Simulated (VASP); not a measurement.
# Si13Ge51 (P1) in VASP: further runs

Si13Ge51 is run at these levels: PBEsol, PBE, r2SCAN; tasks: single point, relaxation of volume and atoms at fixed shape.

Program: VASP 6.6.1. These are calculated values, not measurements. Logs are shortened: lines on timing, memory, paths and dates and some standing lists are left out, and cuts for length are marked.

## 1. The cell of the first run

The typed cell holds 64 atoms: a = 11.235 Å, b = 11.235 Å, c = 11.235 Å, α = 90.00°, β = 90.00°, γ = 90.00°.

## 2. Single point, PBEsol

INCAR

```
SYSTEM = Si13Ge51
ALGO = Normal ; EDIFF = 1E-6
ENCUT = 550 ; GGA = PS
GGA_COMPAT = .FALSE. ; ISIF = 2
ISMEAR = -1 ; ISYM = -1
KPAR = 1 ; LASPH = .TRUE.
LCHARG = .FALSE. ; LREAL = Auto
LWAVE = .FALSE. ; NBANDS = 421
NELM = 120 ; PREC = Accurate
SIGMA = 0.05
```

KPOINTS

```
explicit points
1
Reciprocal
  0.25000000   0.25000000   0.25000000 1
```

POSCAR

```
Si13Ge51
1.0
   11.2354449174      0.0000000000      0.0000000000
    0.0000000000     11.2354449174      0.0000000000
    0.0000000000      0.0000000000     11.2354449174
Si Ge
13 51
Direct
    0.9985630000      0.0012360000      0.9987460000
    0.0008620000      0.0026900000      0.5028910000
    0.5020720000      0.4966830000      0.9978990000
    0.1204770000      0.1253260000      0.6257620000
    0.1242990000      0.6244980000      0.1247560000
    0.2484930000      0.2491360000      0.9986790000
    0.7488860000      0.2519440000      0.9965680000
    0.7510140000      0.2494730000      0.5006680000
    0.7516810000      0.0012530000      0.7495580000
    0.7489640000      0.4979040000      0.2486960000
    0.7481060000      0.4956260000      0.7524720000
    0.9989200000      0.2468080000      0.7485990000
    0.6276120000      0.3771020000      0.8779430000
    0.0006350000      0.4998400000      0.0010720000
    0.9974840000      0.4985170000      0.5007140000
    0.4999660000      0.0008560000      0.9993210000
    0.5009240000      0.0009220000      0.5011760000
    0.5010330000      0.4994070000      0.4995080000
    0.1240480000      0.1249130000      0.1208870000
    0.1243610000      0.6246660000      0.6253250000
    0.6273820000      0.1280810000      0.1228190000
    0.6293570000      0.1264370000      0.6266020000
    0.6243930000      0.6200690000      0.1242490000
    0.6272660000      0.6223420000      0.6282300000
    0.2466180000      0.2478070000      0.5025490000
    0.2480210000      0.7476760000      0.0018240000
    0.2493130000      0.7504450000      0.4999390000
    0.7499210000      0.7486430000      0.9992230000
    0.7512150000      0.7492870000      0.5007480000
    0.3740860000      0.3744990000      0.1195560000
    0.3758610000      0.3739800000      0.6252310000
    0.3751020000      0.8743370000      0.1249680000
    0.3742570000      0.8758120000      0.6262130000
    0.8708500000      0.3742520000      0.1241100000
    0.8726110000      0.3717830000      0.6282030000
    0.8773910000      0.8762750000      0.1227420000
    0.8758870000      0.8793740000      0.6252450000
    0.2488370000      0.0004400000      0.2493960000
    0.2463330000      0.0028230000      0.7491190000
    0.2484850000      0.5006380000      0.2466190000
    0.2498350000      0.4984880000      0.7508950000
    0.7518980000      0.0012810000      0.2498580000
    0.3744790000      0.1256240000      0.3754980000
    0.3737040000      0.1278130000      0.8758830000
    0.3745310000      0.6245080000      0.3741860000
    0.3770280000      0.6224280000      0.8778330000
    0.8763360000      0.1254870000      0.3798280000
    0.8746260000      0.1257050000      0.8748590000
    0.8726970000      0.6222430000      0.3715340000
    0.8730640000      0.6217710000      0.8722530000
    0.9984090000      0.2492440000      0.2490400000
    0.0014030000      0.7485440000      0.2483240000
    0.9988760000      0.7506450000      0.7500030000
    0.4999950000      0.2516130000      0.2490860000
    0.5039670000      0.2529700000      0.7532810000
    0.5006960000      0.7485860000      0.2492590000
    0.5004410000      0.7496290000      0.7514100000
    0.1243630000      0.3746740000      0.3743660000
    0.1234230000      0.3700410000      0.8741140000
    0.1223010000      0.8776060000      0.3773330000
    0.1228320000      0.8766460000      0.8773770000
    0.6293040000      0.3744450000      0.3756400000
    0.6254990000      0.8747780000      0.3748820000
    0.6276480000      0.8776820000      0.8731250000
```

Potentials or basis: VASP PAW PBE potentials, release 64 (Si, Ge_d).

Command:

```
$ cat potpaw_PBE.64/Si/POTCAR potpaw_PBE.64/Ge_d/POTCAR > POTCAR
$ mpirun -np 4 vasp_std > vasp.out
```

OUTCAR:

```text
SYSTEM = Si13Ge51
   EDIFF = 1E-6
   ENCUT = 550
   GGA = PS
   ISIF = 2
   ISMEAR = -1
   ISYM = -1
   LASPH = .TRUE.
   LREAL = Auto
   NELM = 120
   PREC = Accurate

 ion  position               nearest neighbor table
   1  0.999  0.001  0.999-  36 2.40  61 2.40  19 2.41  48 2.41
   2  0.001  0.003  0.503-   4 2.37  47 2.40  37 2.40  60 2.41
   3  0.502  0.497  0.998-  13 2.37  46 2.41  30 2.41  23 2.41
   4  0.120  0.125  0.626-   2 2.37  12 2.37  39 2.41  25 2.41
   5  0.124  0.624  0.125-  26 2.40  40 2.40  52 2.40  14 2.41
   6  0.248  0.249  0.999-  44 2.40  59 2.40  19 2.41  30 2.41
[... 56 lines left out ...]
  63  0.625  0.875  0.375-  56 2.44  17 2.45  29 2.45  42 2.45
  64  0.628  0.878  0.873-   9 2.41  57 2.45  16 2.45  28 2.45

IMPORTANT INFORMATION: All symmetrisations will be switched off!
NOSYMM: (Re-)initialisation of all symmetry stuff for point group C_1.

----------------------------------------------------------------------------------------

                                     Primitive cell

  volume of cell :    1418.3089

  direct lattice vectors                    reciprocal lattice vectors
    11.235444917  0.000000000  0.000000000     0.089004041  0.000000000  0.000000000
     0.000000000 11.235444917  0.000000000     0.000000000  0.089004041  0.000000000
     0.000000000  0.000000000 11.235444917     0.000000000  0.000000000  0.089004041

  length of vectors
    11.235444917 11.235444917 11.235444917     0.089004041  0.089004041  0.089004041

  position of ions in fractional coordinates (direct lattice)
     0.998563000  0.001236000  0.998746000
     0.000862000  0.002690000  0.502891000
     0.502072000  0.496683000  0.997899000
     0.120477000  0.125326000  0.625762000
     0.124299000  0.624498000  0.124756000
     0.248493000  0.249136000  0.998679000
[... 56 lines left out ...]
     0.625499000  0.874778000  0.374882000
     0.627648000  0.877682000  0.873125000

  ion indices of the primitive-cell ions
   primitive index   ion index
                 1           1
                 2           2
                 3           3
                 4           4
                 5           5
                 6           6
[... 56 lines left out ...]
                63          63
                64          64

----------------------------------------------------------------------------------------

 KPOINTS: explicit points

Read explicit list of k-points.

 Found      1 k-points:

 Following reciprocal coordinates:
            Coordinates               Weight
  0.250000  0.250000  0.250000      1.000000
   k-points           NKPTS =      1   k-points in BZ     NKDIM =      1   number of bands    NBANDS=    424
   number of dos      NEDOS =    301   number of ions     NIONS =     64
   total plane-waves  NPLWV = 729000
   dimension x,y,z NGX =    90 NGY =   90 NGZ =   90
   dimension x,y,z NGXF=   180 NGYF=  180 NGZF=  180
   ions per type =              13  51
   NGX,Y,Z   is equivalent  to a cutoff of  13.32, 13.32, 13.32 a.u.
   NGXF,Y,Z  is equivalent  to a cutoff of  26.63, 26.63, 26.63 a.u.
 SYSTEM =  Si13Ge51
   PREC   = accura    normal or accurate (medium, high low for compatibility)
   ISTART =      0    job   : 0-new  1-cont  2-samecut
   ICHARG =      2    charge: 1-file 2-atom 10-const
   ISPIN  =      1    spin polarized calculation?
   LNONCOLLINEAR =      F non collinear calculations
   LSORBIT =      F    spin-orbit coupling
   LASPH  =      T    aspherical Exc in radial PAW
   ENCUT  =  550.0 eV  40.42 Ry    6.36 a.u.  21.48 21.48 21.48*2*pi/ulx,y,z
   NELM   =    120;   NELMIN=  2; NELMDL= -5     # of ELM steps
   EDIFF  = 0.1E-05   stopping-criterion for ELM
   LREAL  =      T    real-space projection
   EDIFFG = 0.1E-04   stopping-criterion for IOM
   NSW    =      0    number of steps for IOM
   IBRION =     -1    ionic relax: 0-MD 1-quasi-New 2-CG
   NFREE  =      0    steps in history (QN), initial steepest desc. (CG)
   ISIF   =      2    stress and relaxation
   ISYM   =     -1    0-nonsym 1-usesym 2-fastsym
   POTIM  = 0.5000    time-step for ionic-motion
   TEBEG  =    0.0;   TEEND  =   0.0 temperature during run
   PSTRESS=    0.0 pullay stress
   NELECT =     766.0000    total number of electrons
   NUPDOWN=      -1.0000    fix difference up-down
   EMIN   =  10.00;   EMAX   =-10.00  energy-range for DOS
   EFERMI =   0.00;   METHOD = LEGACY
   ISMEAR =    -1;   SIGMA  =   0.05  broadening in eV -4-tet -1-fermi 0-gaus
   EFERMI_NEDOS =   21; number of points for ismear=-14 and -15
   IALGO  =     38    algorithm
   IMIX   =      4    mixing-type and parameters
     AMIX     =   0.40;   BMIX     =  1.00
     AMIX_MAG =   1.60;   BMIX_MAG =  1.00
  volume/ion in A,a.u.               =      22.16       149.55
  Fermi-wavevector in a.u.,A,eV,Ry     =   1.333196  2.519376 24.183169  1.777413
  Thomas-Fermi vector in A             =   2.462073
   LORBIT       =      0    0 simple, 1 ext, 2 COOP (PROOUT), +10 PAW based schemes
   GGA     = PS    functional components
   LHFCALC =     F    Hartree Fock is set to
   AEXX    =    0.0000 exact exchange contribution
   IVDW    =     0    specifies the selected vdW correction
   LEPSILON=     F    determine dielectric tensor
   LRPA    =     F    only Hartree local field effects (RPA)
 non-spin polarized calculation
  energy-cutoff  :      550.00
  volume of cell :     1418.31
 maximum number of plane-waves:     41566
 NGX is ok and might be reduce to    90
   NGX = 43   NGY = 43   NGZ = 43

 number of electron     766.0000024 magnetization

 Free energy of the ion-electron system (eV)
  ---------------------------------------------------
  ext. energy  EPLUGINS =         0.00000000
  ---------------------------------------------------
  free energy    TOTEN  =      -325.83920246 eV

  energy without entropy =     -325.83827128  energy(sigma->0) =     -325.83873687

 E-fermi :   5.0944     XC(G=0): -10.0138

 val. band max:        4.6852929566   @ k =   0.2500   0.2500   0.2500
 cond. band min:       5.4726787305   @ k =   0.2500   0.2500   0.2500
 fundamental gap:      0.7873857739
 Fermi energy:         5.0943878432

 k-point     1 :       0.2500    0.2500    0.2500
  band No.  band energies     occupation
      1     -19.6981      2.00000
      2     -19.6959      2.00000
      3     -19.6953      2.00000
      4     -19.6943      2.00000
      5     -19.6935      2.00000
      6     -19.6918      2.00000
[... 387 lines left out ...]
    394       6.5232      0.00000
    395       6.5647      0.00000
 [bands above 395 left out]

------------------------ aborting loop because EDIFF is reached ----------------------------------------

  FORCE on cell =-STRESS in cart. coord.  units (eV):
  Direction    XX          YY          ZZ          XY          YZ          ZX
  --------------------------------------------------------------------------------------
  -------------------------------------------------------------------------------------
  Total        0.1384913      0.1628477      0.1758393     -9.5499493     -9.5746823     -9.4976761
  in kB        0.1564451      0.1839591      0.1986350    -10.7879972    -10.8159366    -10.7289473
  external PRESSURE =       0.1796798 kB  Pullay stress =       0.0000000 kB

 VOLUME and BASIS-vectors are now :
 -----------------------------------------------------------------------------
  energy-cutoff  :      550.00
  volume of cell :     1418.31
      direct lattice vectors                 reciprocal lattice vectors
    11.235444917  0.000000000  0.000000000     0.089004041  0.000000000  0.000000000
     0.000000000 11.235444917  0.000000000     0.000000000  0.089004041  0.000000000
     0.000000000  0.000000000 11.235444917     0.000000000  0.000000000  0.089004041

 POSITION                                       TOTAL-FORCE (eV/Angst)
 -----------------------------------------------------------------------------------
     11.21930      0.01389     11.22136         0.003903      0.005526      0.016052
      0.00968      0.03022      5.65020         0.006194     -0.003453     -0.000689
      5.64100      5.58045     11.21184        -0.003431      0.002264      0.009099
      1.35361      1.40809      7.03071        -0.006484     -0.004710     -0.005255
      1.39655      7.01651      1.40169        -0.001837      0.000275      0.008382
      2.79193      2.79915     11.22060         0.007401      0.007935      0.003790
[... 56 lines left out ...]
      7.02776      9.82852      4.21197         0.004315      0.001736     -0.003346
      7.05190      9.86115      9.80995        -0.004411     -0.004633     -0.010115
 -----------------------------------------------------------------------------------
    total drift:                                0.005651     -0.005376     -0.005042

  FREE ENERGIE OF THE ION-ELECTRON SYSTEM (eV)
  ---------------------------------------------------
  free  energy   TOTEN  =      -325.8392024593 eV

  energy  without entropy=     -325.8382712849  energy(sigma->0) =     -325.83873687
```

Run time: 5.4 min. Hardware: 4 MPI ranks of AMD EPYC 9R45 (Zen 5), shared host; peak memory 0.6 GiB.

What came out:

```
Free energy            : -325.8392 eV
Pressure               : 0.0 GPa
Largest force          : 0.024 eV/Å
Band gap on the k mesh : 0.79 eV
```

Forces in eV/Å, atoms in the order of the input:
```
Si   0.004  0.006  0.016
Si   0.006 -0.003 -0.001
Si  -0.003  0.002  0.009
Si  -0.006 -0.005 -0.005
Si  -0.002  0.000  0.008
Si   0.007  0.008  0.004
Si   0.017 -0.010  0.013
Si   0.004  0.005  0.010
Si  -0.010  0.008  0.012
Si   0.000  0.007  0.011
Si   0.017  0.005 -0.011
Si   0.015  0.010  0.011
Si  -0.009  0.000 -0.013
Ge   0.001  0.008  0.005
Ge   0.005  0.003  0.001
Ge   0.007  0.000  0.004
Ge   0.002  0.009  0.005
Ge   0.009 -0.005  0.001
Ge  -0.011 -0.008 -0.008
Ge  -0.003 -0.003 -0.001
Ge  -0.005  0.003 -0.006
Ge  -0.002 -0.006 -0.011
Ge  -0.003 -0.003 -0.001
Ge   0.002  0.000  0.005
Ge   0.009 -0.003 -0.005
Ge   0.003 -0.002 -0.004
Ge   0.000  0.003 -0.002
Ge   0.000  0.006  0.007
Ge   0.003  0.007  0.001
Ge   0.005  0.001 -0.007
Ge  -0.014 -0.002 -0.001
Ge  -0.005  0.004 -0.002
Ge   0.002 -0.007 -0.004
Ge  -0.001 -0.005 -0.006
Ge  -0.011 -0.004 -0.006
Ge   0.006 -0.002  0.004
Ge   0.000 -0.003 -0.005
Ge   0.000 -0.003 -0.004
Ge   0.010  0.002  0.000
Ge   0.000  0.002 -0.005
Ge   0.003  0.001  0.000
Ge   0.000 -0.004  0.000
Ge   0.004 -0.001 -0.004
Ge  -0.012 -0.007 -0.003
Ge  -0.004  0.001  0.005
Ge  -0.001 -0.004  0.001
Ge  -0.009  0.000 -0.008
Ge  -0.009 -0.001 -0.012
Ge  -0.002 -0.009 -0.002
Ge   0.001 -0.011  0.003
Ge   0.002  0.005 -0.001
Ge  -0.002  0.004 -0.008
Ge  -0.005 -0.001 -0.001
Ge   0.005  0.001  0.015
Ge   0.004  0.002  0.010
Ge   0.007 -0.004 -0.001
Ge   0.001  0.005  0.004
Ge  -0.008  0.005  0.010
Ge  -0.007 -0.006  0.001
Ge  -0.010  0.003  0.003
Ge  -0.004  0.001  0.000
Ge  -0.001 -0.001 -0.015
Ge   0.004  0.002 -0.003
Ge  -0.004 -0.005 -0.010
```

Stress tensor (GPa, compression positive):
```
 0.02 -1.08 -1.07
-1.08  0.02 -1.08
-1.07 -1.08  0.02
```

Levels at points of the mesh, in eV from the valence-band top:
```
           k point  band 379  band 380  band 381  band 382  band 383  band 384  band 385  band 386  band 387  band 388
(0.25, 0.25, 0.25)     -0.61     -0.58     -0.54     -0.01      0.00      0.79      1.07      1.08      1.14      1.47
```

Caveat: the PAW data sets were made with another functional, which shifts forces and pressure a little; a shifted mesh leaves out Γ, where band edges can lie. A k mesh can miss the band edges.

[end of part 1 of 4]
